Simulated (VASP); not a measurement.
The system is NiMoIrPdW.

```xyz
5
Lattice="4.1467 0.0000 0.0000 -2.0734 3.5911 0.0000 0.0000 0.0000 5.4163" Properties=species:S:1:pos:R:3 pbc="T T T"
Ni    0.0000    0.0000    0.1203
Mo    2.0734    1.1970    2.4913
Pd    0.0000    2.3941    4.0406
Ir    0.0000    2.3941    1.3888
W     2.0734    1.1970    5.4155
```

Base run:

```yaml
Program: VASP 6.6.1
Functional: BLYP
Potentials_or_basis: VASP PAW PBE potentials, release 64 (Ni, Mo_sv, Pd, Ir, W_sv)
Cutoff: 520 eV
k_mesh: 5 × 5 × 4
Occupations: fermi-dirac, width 0.05 eV
Spin: collinear spin, ferromagnetic start
Starting_moments: "[1.0, 1.0, 0.0, 0.6, 0.0] μB"
```

Its results: pressure 10.8 GPa; net moment 0.00 μB per cell; largest force 0.365 eV/Å.

Question: The run is repeated on the same cell with these changes: functional from BLYP to PBE; k mesh from 5 × 5 × 4 to 4 × 4 × 2. What comes out?

Answer: Pressure 1.1 GPa; net moment 0.00 μB per cell; largest force 0.677 eV/Å.

Several settings changed at once, so the effect can't be laid on one alone.

Caveats: some runs use coarse meshes; the PAW data sets were made with another functional, which shifts forces and pressure a little (some runs).
